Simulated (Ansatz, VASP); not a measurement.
**Y in VASP and in Ansatz**

```
Y
1.0
    -2.02031    2.02031    2.02031
     2.02031   -2.02031    2.02031
     2.02031    2.02031   -2.02031
Y
1
Direct
  0.00000 0.00000 0.00000
```

Alike in both runs: task relaxation of cell and atoms; functional PBE; k mesh 14 × 14 × 14; occupations fermi-dirac, width 0.05 eV; no spin polarisation.

|  | VASP | Ansatz |
| --- | --- | --- |
| version | VASP 6.6.1 | Ansatz 0.2.0 |
| potentials or method | VASP PAW PBE potentials, release 64 (Y_sv), cutoff 600 eV | all-electron LAPW, non-relativistic |

```csv
,VASP,Ansatz,Ansatz less VASP
relaxed volume (Å³/atom),32.89,32.85,-0.038
relaxed cell length with the largest relative difference (Å),3.496,3.495,-0.0013
```

Ansatz ran all-electron here, and VASP with PAW potentials.
